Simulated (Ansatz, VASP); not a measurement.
**Two plane-wave programs on Li2O**

File INCAR:

```
SYSTEM = Li2O
PREC     = Accurate       ! precision mode
ENCUT    = 750            ! plane-wave cutoff, eV
EDIFF    = 1E-7           ! SCF threshold, eV
ISMEAR   = 0              ! smearing method
SIGMA    = 0.02           ! smearing width, eV
LREAL    = .FALSE.        ! projectors in reciprocal space
LASPH    = .TRUE.         ! aspherical terms in the spheres
NELM     = 120            ! most SCF steps
ALGO     = Normal         ! electronic algorithm
ISIF     = 3              ! what is computed and relaxed
LWAVE    = .FALSE.        ! write WAVECAR
LCHARG   = .FALSE.        ! write CHGCAR
IBRION   = 2              ! ionic algorithm
NSW      = 100            ! ionic steps
EDIFFG   = -0.002         ! ionic threshold
GGA_COMPAT= .FALSE.      
NELMIN   = 4
```

The input KPOINTS:

```
regular mesh
0
G
  8 8 8
  0 0 0
```

Contents of POSCAR:

```
Li2O
1.0
    0.0000000000      2.3000000000      2.3000000000
    2.3000000000      0.0000000000      2.3000000000
    2.3000000000      2.3000000000      0.0000000000
O Li
1 2
Direct
    0.0000000000      0.0000000000      0.0000000000
    0.2500000000      0.2500000000      0.2500000000
    0.7500000000      0.7500000000      0.7500000000
```

Input for Ansatz:

```yaml
crystal:
  lattice:
    - [0.0, 2.3, 2.3]
    - [2.3, 0.0, 2.3]
    - [2.3, 2.3, 0.0]
  atoms:
    - { symbol: O, position: [0.0, 0.0, 0.0] }
    - { symbol: Li, position: [0.25, 0.25, 0.25] }
    - { symbol: Li, position: [0.75, 0.75, 0.75] }
basis:
  ecutwfc: 420
kpoints:
  mp_grid: { grid: [8, 8, 8] }
hamiltonian:
  xc: lda
  pseudopotentials: { kind: paw, azcp: { folder: soft_1 } }
scf:
  occupations: { method: gaussian, width: 0.02 }
output:
  forces: true
  stress: true
  eigenvalues: true
  write_density: true
  write_potential: true
  elf: true
  volumetric_format: npy
relax:
  adjacent_minimum: "off"
  f_tol: 0.002
  max_steps: 80
  cell: { stress_tol: 0.02 }
```

Alike in both runs: task relaxation of cell and atoms; functional LDA; k mesh 8 × 8 × 8; occupations gaussian, width 0.02 eV; no spin polarisation.

|  | VASP | Ansatz |
| --- | --- | --- |
| version | VASP 6.6.1 | Ansatz 0.2.0 |
| potentials or method | VASP PAW LDA potentials, release 64 (O, Li_sv), cutoff 750 eV | scalar-relativistic, plane waves, PAW |
| valence electrons in the cell | 12 | 12 |

|  | VASP | Ansatz | Ansatz less VASP |
| --- | --- | --- | --- |
| gap on the k mesh at the Fermi level, each at its own relaxed structure (eV) | 4.95 | 4.96 | +0.011 |
| relaxed volume (Å³/atom) | 7.54 | 7.55 | +0.008 |
| relaxed cell length with the largest relative difference (Å) | 3.175 | 3.176 | +0.0011 |

Ansatz warns that its potentials were made for another functional, while VASP's fit it. LDA's correlation is that of Perdew and Zunger in VASP and of Perdew and Wang (1992) in Ansatz.
